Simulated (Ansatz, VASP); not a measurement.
## Rb2MoBr4O2 in VASP and in Ansatz

Contents of INCAR:

```
SYSTEM = Rb2MoBr4O2
PREC     = Accurate       ! precision mode
ENCUT    = 520            ! plane-wave cutoff, eV
EDIFF    = 1E-6           ! SCF threshold, eV
ISMEAR   = -1             ! smearing method
SIGMA    = 0.0739         ! smearing width, eV
LREAL    = .FALSE.        ! projectors in reciprocal space
LASPH    = .TRUE.         ! aspherical terms in the spheres
NELM     = 150            ! most SCF steps
ALGO     = Normal         ! electronic algorithm
ISIF     = 2              ! what is computed and relaxed
LWAVE    = .FALSE.        ! write WAVECAR
LCHARG   = .TRUE.         ! write CHGCAR
ISPIN    = 2              ! spin polarisation
MAGMOM   = 2 0 0 0 0 0 0 0 0 ! initial moments
LORBIT   = 11             ! projections on sites
LMAXMIX  = 4              ! l up to which the mixer works
LDAU     = .TRUE.         ! DFT+U
LDAUTYPE = 2            
LDAUL    = 2 -1 -1 -1     ! shell
LDAUU    = 0.97 0 0 0     ! U, eV
LDAUJ    = 0 0 0 0      
LDAUPRINT= 1            
GGA      = PE             ! functional
LELF     = .TRUE.         ! ELF
LVHAR    = .TRUE.       
NBANDS   = 50             ! bands
LUSENCCL = .FALSE.
```

The input KPOINTS:

```
Automatic mesh
0
G
  3 3 4
  0 0 0
```

POSCAR

```
Rb2MoBr4O2
1.0
    5.7465410000      3.8034300000      0.0000000000
    5.7465410000     -3.8034300000      0.0000000000
    0.4802800000      0.0000000000     -5.5352170000
Mo Rb Br O
1 2 4 2
Direct
    0.5000000000      0.5000000000      0.5000000000
    0.8452900000      0.8452900000      0.7908100000
    0.1547100000      0.1547100000      0.2091900000
    0.8664600000      0.3547200000      0.7241800000
    0.6452800000      0.1335400000      0.2758200000
    0.1335400000      0.6452800000      0.2758200000
    0.3547200000      0.8664600000      0.7241800000
    0.3844000000      0.3844000000      0.7323000000
    0.6156000000      0.6156000000      0.2677000000
```

Input for Ansatz:

```yaml
crystal:
  lattice:
    - [5.746541, 3.80343, 0.0]
    - [5.746541, -3.80343, 0.0]
    - [0.48028, 0.0, -5.535217]
  atoms:
    - { symbol: Mo, position: [0.5, 0.5, 0.5], spin: 2.0 }
    - { symbol: Rb, position: [0.84529, 0.84529, 0.79081] }
    - { symbol: Rb, position: [0.15471, 0.15471, 0.20919] }
    - { symbol: Br, position: [0.86646, 0.35472, 0.72418] }
    - { symbol: Br, position: [0.64528, 0.13354, 0.27582] }
    - { symbol: Br, position: [0.13354, 0.64528, 0.27582] }
    - { symbol: Br, position: [0.35472, 0.86646, 0.72418] }
    - { symbol: O, position: [0.3844, 0.3844, 0.7323] }
    - { symbol: O, position: [0.6156, 0.6156, 0.2677] }
kpoints:
  mp_grid: { grid: [3, 3, 4], shift: [0, 0, 0] }
  band_path:
    path:
      - [0.0, 0.0, 0.0]
      - [0.36034058, -0.36034058, 0.0]
      - [-0.36034058, -0.63965942, 0.0]
      - [-0.5, -0.5, 0.0]
      - [0.0, 0.0, 0.0]
      - [-0.5, -0.5, -0.5]
      - [-0.34061002, -0.65938998, -0.5]
      - [0.34061002, -0.34061002, -0.5]
      - [0.0, 0.0, -0.5]
      - [0.0, 0.0, 0.0]
      - [0.0, -0.5, -0.5]
    npoints: 7
magnetization:
  spin_polarized: true
scf:
  occupations: { method: fermi_dirac, width: 0.0739 }
  lower_state_search: "off"
  max_iter: 200
hamiltonian:
  pseudopotentials: { kind: paw }
  xc: pbe
  hubbard:
    sites: [{ species: Mo, l: d, u_eff: 0.97 }]
    projectors: all-electron-ortho-atomic
basis:
  ecutwfc: 420
  fft_grid_basis: typed
output:
  forces: true
  stress: true
  eigenvalues: true
  bader: true
  populations: true
  elf: true
  write_potential: true
  volumetric_format: npy
  dos:
    e_range: [-12, 8]
    de: 0.05
    projected: { site_lists: { Br: [Br], Mo: [Mo], O: [O], Rb: [Rb] } }
  write_density: true
checkpoint:
  read: saved_state
```

Alike in both runs: task single point; functional PBE; k mesh 3 × 3 × 4; occupations fermi-dirac, width 0.0739 eV; collinear spin; Hubbard terms Mo d U = 0.97 eV.

```csv
,VASP,Ansatz
version,VASP 6.6.1,Ansatz 0.2.0
potentials or method,"VASP PAW PBE potentials, release 64 (Mo_sv, Rb_sv, Br, O), cutoff 520 eV",PAW plane waves
valence electrons in the cell,72,72
```

|  | VASP | Ansatz | Ansatz less VASP |
| --- | --- | --- | --- |
| pressure (GPa) | 0.9 | 0.8 | -0.11 |
| traceless stress, the component that is largest in VASP (GPa) | -2.41 | -2.31 | +0.105 |
| rms of the force components (eV/Å) | 0.392 | 0.378 | -0.0138 |
| net moment per atom (μB) | 0.00 | 0.00 | 0.000 |

The programs project onto different local orbitals, so the same U acts differently, and such runs can settle in different states. Atom by atom the forces differ by 0.035 eV/Å (rms over components). Ansatz's warnings: seeded moment not kept.
